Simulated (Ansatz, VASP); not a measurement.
B109N107 in VASP and in Ansatz

```
CELL_PARAMETERS angstrom
11.19755 6.46491 0.00000
-11.19755 6.46491 0.00000
0.00000 0.00000 12.99097
ATOMIC_POSITIONS crystal
B 0.99997 0.22290 0.12623
B 0.11104 0.11172 0.12523
B 0.22223 0.00067 0.12683
B 0.00019 0.11102 0.37943
B 0.11154 0.99970 0.37977
B 0.22233 0.22185 0.36809
B 0.00000 0.22206 0.62648
B 0.11113 0.11098 0.62547
B 0.22221 0.99985 0.62684
B 0.00000 0.11132 0.87593
B 0.11112 0.00021 0.87609
B 0.22220 0.22241 0.87321
B 0.00003 0.55626 0.12761
B 0.11106 0.44514 0.12430
B 0.22191 0.33381 0.11992
B 0.99889 0.44388 0.38017
B 0.10812 0.33198 0.37610
B 0.22006 0.55573 0.37586
B 0.99992 0.55534 0.62753
B 0.11109 0.44424 0.62523
B 0.22224 0.33319 0.62190
B 0.99999 0.44465 0.87617
B 0.11109 0.33353 0.87425
B 0.22221 0.55577 0.87410
B 0.00002 0.88958 0.12777
B 0.11114 0.77848 0.12870
B 0.22221 0.66739 0.12605
B 0.00089 0.77810 0.38163
B 0.11020 0.66612 0.38145
B 0.22214 0.88737 0.38183
B 0.99996 0.88872 0.62766
B 0.11106 0.77757 0.62836
B 0.22218 0.66642 0.62632
B 0.00000 0.77799 0.87675
B 0.11111 0.66687 0.87670
B 0.22222 0.88909 0.87691
B 0.33309 0.22262 0.12104
B 0.44447 0.11177 0.12541
B 0.55558 0.00071 0.12788
B 0.33248 0.10761 0.37751
B 0.44439 0.99835 0.38076
B 0.55628 0.21952 0.37742
B 0.33334 0.22209 0.62225
B 0.44439 0.11093 0.62582
B 0.55549 0.99976 0.62769
B 0.33333 0.11130 0.87470
B 0.44445 0.00020 0.87643
B 0.55556 0.22241 0.87470
B 0.33324 0.55651 0.11945
B 0.44447 0.44527 0.11618
B 0.55584 0.33400 0.12097
B 0.32340 0.44374 0.34623
B 0.44436 0.32302 0.34896
B 0.56543 0.56479 0.34606
B 0.44441 0.44355 0.32079
B 0.33329 0.55529 0.62160
B 0.44440 0.44424 0.61967
B 0.55545 0.33314 0.62218
B 0.33329 0.44465 0.87132
B 0.44445 0.33350 0.87165
B 0.55559 0.55580 0.87128
B 0.33335 0.88959 0.12792
B 0.44447 0.77857 0.12465
B 0.55569 0.66773 0.11939
B 0.33309 0.77669 0.37919
B 0.44440 0.66586 0.36673
B 0.55570 0.88801 0.37915
B 0.33329 0.88866 0.62774
B 0.44439 0.77750 0.62505
B 0.55549 0.66639 0.62155
B 0.33333 0.77798 0.87582
B 0.44445 0.66690 0.87272
B 0.55556 0.88910 0.87578
B 0.66670 0.22290 0.12675
B 0.77780 0.11181 0.12863
B 0.88890 0.00069 0.12759
B 0.66664 0.10963 0.38174
B 0.77859 0.00033 0.38143
B 0.88790 0.22161 0.38157
B 0.66657 0.22202 0.62674
B 0.77772 0.11090 0.62829
B 0.88886 0.99981 0.62754
B 0.66667 0.11131 0.87690
B 0.77778 0.00021 0.87664
B 0.88889 0.22243 0.87678
B 0.66702 0.55637 0.11981
B 0.77789 0.44515 0.12514
B 0.88891 0.33402 0.12774
B 0.66645 0.44391 0.36792
B 0.77724 0.33256 0.37964
B 0.88859 0.55522 0.37936
B 0.66655 0.55534 0.62180
B 0.77766 0.44424 0.62536
B 0.88882 0.33314 0.62761
B 0.66668 0.44465 0.87318
B 0.77777 0.33353 0.87611
B 0.88889 0.55577 0.87594
B 0.66672 0.88964 0.12599
B 0.77787 0.77855 0.12423
B 0.88896 0.66740 0.12619
B 0.66874 0.78008 0.37585
B 0.78069 0.66827 0.37604
B 0.88990 0.88938 0.38022
B 0.66660 0.88863 0.62627
B 0.77769 0.77755 0.62518
B 0.88879 0.66646 0.62643
B 0.66668 0.77801 0.87402
B 0.77780 0.66689 0.87419
B 0.88889 0.88910 0.87610
N 0.99824 0.22109 0.38057
N 0.11155 0.11105 0.37675
N 0.22158 0.99771 0.38116
N 0.00005 0.11183 0.12686
N 0.11116 0.00073 0.12717
N 0.22223 0.22292 0.12141
N 0.00000 0.22243 0.87591
N 0.11112 0.11133 0.87518
N 0.22223 0.00021 0.87622
N 0.00000 0.11095 0.62690
N 0.11109 0.99985 0.62710
N 0.22221 0.22206 0.62249
N 0.99924 0.55498 0.38066
N 0.10945 0.44387 0.37799
N 0.21764 0.33161 0.36514
N 0.00001 0.44514 0.12709
N 0.11105 0.33401 0.12308
N 0.22218 0.55628 0.12285
N 0.99999 0.55576 0.87672
N 0.11110 0.44465 0.87486
N 0.22220 0.33353 0.87234
N 0.99995 0.44424 0.62729
N 0.11109 0.33315 0.62440
N 0.22219 0.55534 0.62421
N 0.00067 0.88904 0.38092
N 0.11107 0.77719 0.38199
N 0.22107 0.66663 0.38033
N 0.00002 0.77848 0.12830
N 0.11113 0.66736 0.12818
N 0.22225 0.88960 0.12857
N 0.00001 0.88910 0.87676
N 0.11111 0.77798 0.87737
N 0.22222 0.66687 0.87577
N 0.99994 0.77758 0.62813
N 0.11105 0.66645 0.62801
N 0.22218 0.88869 0.62833
N 0.33215 0.21721 0.36717
N 0.44439 0.10893 0.37940
N 0.55549 0.99868 0.38094
N 0.33335 0.11180 0.12424
N 0.44447 0.00071 0.12766
N 0.55559 0.22292 0.12418
N 0.33333 0.22241 0.87271
N 0.44444 0.11131 0.87542
N 0.55556 0.00020 0.87685
N 0.33330 0.11094 0.62497
N 0.44439 0.99978 0.62766
N 0.55549 0.22204 0.62489
N 0.32993 0.55605 0.36463
N 0.55661 0.32945 0.36704
N 0.33313 0.44515 0.11623
N 0.44446 0.33398 0.11814
N 0.55581 0.55650 0.11613
N 0.33332 0.55577 0.87207
N 0.44444 0.44465 0.87065
N 0.55556 0.33353 0.87270
N 0.33330 0.44424 0.62000
N 0.44440 0.33315 0.62046
N 0.55549 0.55533 0.61993
N 0.33330 0.88757 0.38099
N 0.44440 0.77664 0.37598
N 0.55888 0.67053 0.36463
N 0.33336 0.77846 0.12669
N 0.44446 0.66738 0.12042
N 0.55557 0.88956 0.12665
N 0.33334 0.88909 0.87686
N 0.44444 0.77798 0.87479
N 0.55557 0.66690 0.87201
N 0.33330 0.77753 0.62674
N 0.44439 0.66642 0.62188
N 0.55548 0.88863 0.62668
N 0.66720 0.22053 0.38102
N 0.77772 0.11053 0.38191
N 0.88954 0.00014 0.38072
N 0.66668 0.11181 0.12850
N 0.77780 0.00070 0.12812
N 0.88891 0.22292 0.12826
N 0.66666 0.22243 0.87623
N 0.77778 0.11132 0.87736
N 0.88890 0.00021 0.87666
N 0.66660 0.11090 0.62823
N 0.77773 0.99978 0.62797
N 0.88885 0.22204 0.62809
N 0.67117 0.55840 0.36498
N 0.77723 0.44390 0.37662
N 0.88812 0.33278 0.38084
N 0.66670 0.44516 0.12131
N 0.77777 0.33404 0.12709
N 0.88888 0.55625 0.12681
N 0.66669 0.55577 0.87228
N 0.77777 0.44465 0.87519
N 0.88888 0.33354 0.87681
N 0.66658 0.44424 0.62238
N 0.77769 0.33315 0.62699
N 0.88879 0.55534 0.62683
N 0.66772 0.88997 0.38029
N 0.77934 0.77882 0.37799
N 0.89055 0.66724 0.38058
N 0.66675 0.77857 0.12278
N 0.77788 0.66742 0.12299
N 0.88892 0.88960 0.12706
N 0.66667 0.88910 0.87568
N 0.77779 0.77799 0.87477
N 0.88889 0.66688 0.87588
N 0.66660 0.77754 0.62415
N 0.77770 0.66645 0.62432
N 0.88884 0.88869 0.62730
```

Alike in both runs: task single point; functional PBE; k mesh 1 × 1 × 1; occupations fermi-dirac, width 0.01 eV; no spin polarisation.

```csv
,VASP,Ansatz
version,VASP 6.6.1,Ansatz 0.2.0
potentials or method,"VASP PAW PBE potentials, release 64 (B, N), cutoff 520 eV",plane-wave PAW DFT
valence electrons in the cell,862,862
```

```csv
,VASP,Ansatz,Ansatz less VASP
gap on the k mesh at the Fermi level (eV),1.52,1.52,-0.004
```

With one functional, cell and mesh, what is left measures potentials, basis and numerics.
